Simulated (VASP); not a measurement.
A run of VASP 6.6.1:

Contents of POSCAR:

```
SiC
1.0
    0.0000000000      2.2801910744      2.2801910744
    2.1781449820      0.1020460924      2.1781449820
    2.1781449820      2.1781449820      0.1020460924
Si C
1 1
Direct
    0.0000000000      0.0000000000      0.0000000000
    0.7500000000      0.7500000000      0.7500000000
```

Contents of INCAR.step1:

```
SYSTEM = SiC
ALGO = Normal
EDIFF = 1E-4
ENCUT = 520
GGA = PE
ISMEAR = 0
LASPH = .TRUE.
LCHARG = .FALSE.
LREAL = .FALSE.
LWAVE = .TRUE.
NBANDS = 11
NELM = 80
PREC = Accurate
SIGMA = 0.05
```

File INCAR.step2:

```
SYSTEM = SiC
ALGO = Normal
EDIFF = 1E-6
ENCUT = 520
ISIF = 2
ISMEAR = 0
ISTART = 1
LASPH = .TRUE.
LCHARG = .TRUE.
LELF = .TRUE.
LMIXTAU = .TRUE.
LREAL = .FALSE.
LVHAR = .TRUE.
LWAVE = .FALSE.
METAGGA = R2SCAN
NBANDS = 11
NELM = 80
PREC = Accurate
SIGMA = 0.05
```

File KPOINTS:

```
k-points
0
G
  10 10 10
  0 0 0
```

Potentials or basis: VASP PAW PBE potentials, release 64 (Si, C).

The run is started by

```bash
$ cat potpaw_PBE.64/Si/POTCAR potpaw_PBE.64/C/POTCAR > POTCAR
$ cp INCAR.step1 INCAR
$ mpirun -np 1 vasp_std > vasp.out
$ cp INCAR.step2 INCAR
$ mpirun -np 1 vasp_std > vasp.out
```

Hardware: 1 thread of Intel Xeon 8259CL, with other jobs on the host.

Question: How long does it take, and how much memory?

Answer: Wall time 110 s on 1 thread of Intel Xeon 8259CL (shared host), peak memory 0.16 GiB. Counts: k points 171.
